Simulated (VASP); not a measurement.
# NaCl (Pm-3m) in VASP: single point with LDA

Aim: the single point of NaCl with LDA.

Everything below comes from runs of VASP 6.6.1. Logs are shortened: lines on timing, memory, paths and dates and some standing lists are left out, and cuts for length are marked.

## Step 1: The cell of the first run

It takes space group Pm-3m (No. 221, cubic). The conventional cell has a = 3.502 Å, b = 3.502 Å, c = 3.502 Å, α = 90.00°, β = 90.00°, γ = 90.00°. Within 4.0 Å of Na (site symmetry m-3m) lie 8 Cl at 3.03 Å and 6 Na at 3.50 Å. Cl (site symmetry m-3m) has 8 Na at 3.03 Å and 6 Cl at 3.50 Å within 4.0 Å.

## Step 2: Single point, LDA

File INCAR:

```
SYSTEM = NaCl
PREC = Accurate
ENCUT = 520
EDIFF = 1E-7
ISMEAR = 0
SIGMA = 0.05
LREAL = .FALSE.
LASPH = .TRUE.
NELM = 80
ALGO = Normal
ISIF = 2
LWAVE = .FALSE.
LCHARG = .FALSE.
NBANDS = 14
```

File KPOINTS:

```
Automatic mesh
0
G
  6 6 6
  0 0 0
```

File POSCAR:

```
NaCl
1.0
    3.5021900000      0.0000000000      0.0000000000
    0.0000000000      3.5021900000      0.0000000000
    0.0000000000      0.0000000000      3.5021900000
Na Cl
1 1
Direct
    0.0000000000      0.0000000000      0.0000000000
    0.5000000000      0.5000000000      0.5000000000
```

Potentials or basis: VASP PAW LDA potentials, release 64 (Na_pv, Cl).

Run with:

```
cat potpaw_LDA.64/Na_pv/POTCAR potpaw_LDA.64/Cl/POTCAR > POTCAR
mpirun -np 1 vasp_std > vasp.out
```

OUTCAR:

```text
SYSTEM = NaCl
   PREC = Accurate
   ENCUT = 520
   EDIFF = 1E-7
   ISMEAR = 0
   LREAL = .FALSE.
   LASPH = .TRUE.
   NELM = 80
   ISIF = 2

 ion  position               nearest neighbor table
   1  0.000  0.000  0.000-
   2  0.500  0.500  0.500-

  LATTYP: Found a simple cubic cell.
 ALAT       =     3.5021900000

  Lattice vectors:

 A1 = (   3.5021900000,   0.0000000000,   0.0000000000)
 A2 = (   0.0000000000,   3.5021900000,   0.0000000000)
 A3 = (   0.0000000000,   0.0000000000,   3.5021900000)

Analysis of symmetry for initial positions (statically):
=====================================================================
 Subroutine PRICEL returns:
 Original cell was already a primitive cell.

 Routine SETGRP: Setting up the symmetry group for a
 simple cubic supercell.

 Subroutine GETGRP returns: Found 48 space group operations
[... 9 lines left out ...]

 Routine SETGRP: Setting up the symmetry group for a
 simple cubic supercell.

 Subroutine GETGRP returns: Found 48 space group operations
[... 11 lines left out ...]
                                     Primitive cell

  volume of cell :      42.9555

  direct lattice vectors                    reciprocal lattice vectors
     3.502190000  0.000000000  0.000000000     0.285535622  0.000000000  0.000000000
     0.000000000  3.502190000  0.000000000     0.000000000  0.285535622  0.000000000
     0.000000000  0.000000000  3.502190000     0.000000000  0.000000000  0.285535622

  length of vectors
     3.502190000  3.502190000  3.502190000     0.285535622  0.285535622  0.285535622

  position of ions in fractional coordinates (direct lattice)
     0.000000000  0.000000000  0.000000000
     0.500000000  0.500000000  0.500000000

  ion indices of the primitive-cell ions
   primitive index   ion index
                 1           1
                 2           2

----------------------------------------------------------------------------------------

 KPOINTS: Automatic mesh

Automatic generation of k-mesh.
 Grid dimensions read from file:
 generate k-points for:    6    6    6

 Generating k-lattice:

  Cartesian coordinates                     Fractional coordinates (reciprocal lattice)
     0.047589270  0.000000000  0.000000000     0.166666667  0.000000000  0.000000000
     0.000000000  0.047589270  0.000000000     0.000000000  0.166666667  0.000000000
     0.000000000  0.000000000  0.047589270     0.000000000  0.000000000  0.166666667

  Length of vectors
[... 56 lines left out ...]
   ISIF   =      2    stress and relaxation
   ISYM   =      2    0-nonsym 1-usesym 2-fastsym
   POTIM  = 0.5000    time-step for ionic-motion
   TEBEG  =    0.0;   TEEND  =   0.0 temperature during run
   PSTRESS=    0.0 pullay stress
   NELECT =      14.0000    total number of electrons
   NUPDOWN=      -1.0000    fix difference up-down
   EMIN   =  10.00;   EMAX   =-10.00  energy-range for DOS
   EFERMI =   0.00;   METHOD = LEGACY
   ISMEAR =     0;   SIGMA  =   0.05  broadening in eV -4-tet -1-fermi 0-gaus
   EFERMI_NEDOS =   21; number of points for ismear=-14 and -15
   IALGO  =     38    algorithm
   IMIX   =      4    mixing-type and parameters
     AMIX     =   0.40;   BMIX     =  1.00
     AMIX_MAG =   1.60;   BMIX_MAG =  1.00
  volume/ion in A,a.u.               =      21.48       144.94
  Fermi-wavevector in a.u.,A,eV,Ry     =   1.126621  2.129005 17.269530  1.269275
  Thomas-Fermi vector in A             =   2.263304
   LORBIT       =      0    0 simple, 1 ext, 2 COOP (PROOUT), +10 PAW based schemes
   GGA     = CA    functional components
   LHFCALC =     F    Hartree Fock is set to
   AEXX    =    0.0000 exact exchange contribution
   IVDW    =     0    specifies the selected vdW correction
   LEPSILON=     F    determine dielectric tensor
   LRPA    =     F    only Hartree local field effects (RPA)
 non-spin polarized calculation
 Gauss-broadening in eV      SIGMA  =   0.05
  energy-cutoff  :      520.00
  volume of cell :       42.96
 maximum number of plane-waves:      1189
 NGX is ok and might be reduce to    28
   NGX = 13   NGY = 13   NGZ = 13

 number of electron      13.9999992 magnetization

 Free energy of the ion-electron system (eV)
  ---------------------------------------------------
  ext. energy  EPLUGINS =         0.00000000
  ---------------------------------------------------
  free energy    TOTEN  =        -7.07187858 eV

  energy without entropy =       -7.07187858  energy(sigma->0) =       -7.07187858

 E-fermi :   0.5380     XC(G=0):  -8.9543

 val. band max:        0.2135737568   @ k =   0.5000   0.5000   0.0000
 cond. band min:       3.8202287883   @ k =   0.0000   0.0000   0.0000
 fundamental gap:      3.6066550315
 Fermi energy:         0.5379516512

 k-point     1 :       0.0000    0.0000    0.0000
  band No.  band energies     occupation
      1     -21.7885      2.00000
      2     -21.7885      2.00000
      3     -21.7885      2.00000
      4     -13.0993      2.00000
      5      -0.2958      2.00000
      6      -0.2958      2.00000
      7      -0.2958      2.00000
      8       3.8202      0.00000
      9       8.4907      0.00000
     10       8.4907      0.00000
     11      15.4821      0.00000
     12      15.4821      0.00000
     13      15.4822      0.00000
     14      16.0382      0.00000
[... 309 lines left out ...]
      1     -21.8166      2.00000
      2     -21.8166      2.00000
      3     -21.8166      2.00000
      4     -12.1698      2.00000
      5      -1.6861      2.00000
      6      -1.6861      2.00000
      7      -1.6861      2.00000
      8       6.9910      0.00000
      9       6.9910      0.00000
     10       6.9910      0.00000
     11      11.5004      0.00000
     12      15.7038      0.00000
     13      15.7038      0.00000
     14      15.7038      0.00000

------------------------ aborting loop because EDIFF is reached ----------------------------------------

  FORCE on cell =-STRESS in cart. coord.  units (eV):
  Direction    XX          YY          ZZ          XY          YZ          ZX
  --------------------------------------------------------------------------------------
  -------------------------------------------------------------------------------------
  Total       -0.8375893     -0.8375893     -0.8375893      0.0000000      0.0000000      0.0000000
  in kB      -31.2408305    -31.2408305    -31.2408305      0.0000000      0.0000000      0.0000000
  external PRESSURE =     -31.2408305 kB  Pullay stress =       0.0000000 kB

 VOLUME and BASIS-vectors are now :
 -----------------------------------------------------------------------------
  energy-cutoff  :      520.00
  volume of cell :       42.96
      direct lattice vectors                 reciprocal lattice vectors
     3.502190000  0.000000000  0.000000000     0.285535622  0.000000000  0.000000000
     0.000000000  3.502190000  0.000000000     0.000000000  0.285535622  0.000000000
     0.000000000  0.000000000  3.502190000     0.000000000  0.000000000  0.285535622

 POSITION                                       TOTAL-FORCE (eV/Angst)
 -----------------------------------------------------------------------------------
      0.00000      0.00000      0.00000         0.000000      0.000000      0.000000
      1.75110      1.75110      1.75110         0.000000      0.000000      0.000000
 -----------------------------------------------------------------------------------
    total drift:                               -0.000000      0.000000      0.000000

  FREE ENERGIE OF THE ION-ELECTRON SYSTEM (eV)
  ---------------------------------------------------
  free  energy   TOTEN  =        -7.0718785772 eV

  energy  without entropy=       -7.0718785772  energy(sigma->0) =       -7.07187858
```

stdout:

```text
POSCAR found type information on POSCAR NaCl
 POSCAR found :  2 types and       2 ions
 scaLAPACK will be used
 LDA part: xc-table for (Slater(with rela. corr.)+CA(PZ))
 , standard interpolation
 POSCAR, INCAR and KPOINTS ok, starting setup
 FFT: planning ... GRIDC
 FFT: planning ... GRID_SOFT
 FFT: planning ... GRID
 WAVECAR not read
 entering main loop
```

Run time: 4.1 s. Hardware: 1 thread of Intel Xeon 6975P-C (Granite Rapids), shared host; peak memory 0.13 GiB.

Results:

| Quantity | Value |
| --- | --- |
| Free energy | -7.0719 eV |
| Pressure | -3.1 GPa |
| Band gap on the k mesh | 3.61 eV, indirect (least direct gap 4.12 eV) |

A k mesh can miss the band edges. As with any semilocal functional, this LDA gap is likely too small.
